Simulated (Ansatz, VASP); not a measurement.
## C: VASP beside Ansatz

The input INCAR:

```
ALGO     = Normal         # electronic algorithm
EDIFF    = 1E-6           # SCF threshold, eV
ENCUT    = 520            # plane-wave cutoff, eV
ISIF     = 2              # what is computed and relaxed
ISMEAR   = 0              # smearing method
LASPH    = T              # aspherical terms in the spheres
LCHARG   = F              # write CHGCAR
LREAL    = F              # projectors in reciprocal space
LWAVE    = F              # write WAVECAR
NBANDS   = 11             # bands
NELM     = 100            # most SCF steps
PREC     = Accurate       # precision mode
SIGMA    = 0.01           # smearing width, eV
```

Contents of KPOINTS:

```
k-points
0
Gamma
  12 12 12
```

File POSCAR:

```
C
1.0
    1.7747032273      1.7747032273      0.0000000000
   -1.7747032273      1.7747032273      0.0000000000
    0.0000000000      1.7747032273      1.7634417353
C
2
Direct
    0.5000000000      0.5000000000      0.0000000000
    0.7500000000      0.2500000000      0.5000000000
```

Input for Ansatz:

```yaml
crystal:
  lattice:
    - [1.77470322728, 1.77470322728, 0.0]
    - [-1.77470322728, 1.77470322728, 0.0]
    - [0.0, 1.77470322728, 1.76344173526]
  atoms:
    - { symbol: C, position: [0.5, 0.5, 0.0] }
    - { symbol: C, position: [0.75, 0.25, 0.5] }
kpoints:
  mp_grid: { grid: [12, 12, 12] }
scf:
  occupations: { method: fixed }
  convergence: { dr2_threshold: 1.0e-10 }
hamiltonian:
  xc: lda
  pseudopotentials: { kind: all_electron, lapw: { basis_error: 0.0005 } }
output:
  forces: true
  stress: true
  eigenstates:
    kpoints:
      - [0.0, 0.0, 0.0]
      - [0.365542903, -0.365542903, 0.0]
      - [0.365542903, 0.365542903, 0.365542903]
      - [0.0, 0.0, 0.365542903]
      - [-0.5, -0.5, -0.5]
      - [-0.5, 0.5, 0.0]
      - [0.0, 0.0, -0.5]
      - [0.0, -0.5, -0.5]
      - [0.0, 0.5, 0.0]
      - [-0.5, 0.0, 0.0]
      - [-0.5, 0.0, -0.5]
  eigenvalues: true
```

Change from the starting cell: film at in-plane strain +0.005.

Alike in both runs: task single point; functional LDA; k mesh 12 × 12 × 12; no spin polarisation.

|  | VASP | Ansatz |
| --- | --- | --- |
| version | VASP 6.6.1 | Ansatz 0.2.0 |
| potentials or method | VASP PAW LDA potentials, release 64 (C), cutoff 520 eV | all-electron LAPW, scalar-relativistic |
| occupations | gaussian, width 0.01 eV | fixed |

|  | VASP | Ansatz | Ansatz less VASP |
| --- | --- | --- | --- |
| gap on the k mesh at the Fermi level (eV) | 4.01 | 4.02 | +0.006 |
| pressure (GPa) | -2.4 | -3.8 | -1.45 |
| traceless stress, the component that is largest in VASP (GPa) | 3.99 | 4.00 | +0.011 |

LDA's correlation is that of Perdew and Zunger in VASP and of Perdew and Wang (1992) in Ansatz. Ansatz ran all-electron here, and VASP with PAW potentials.
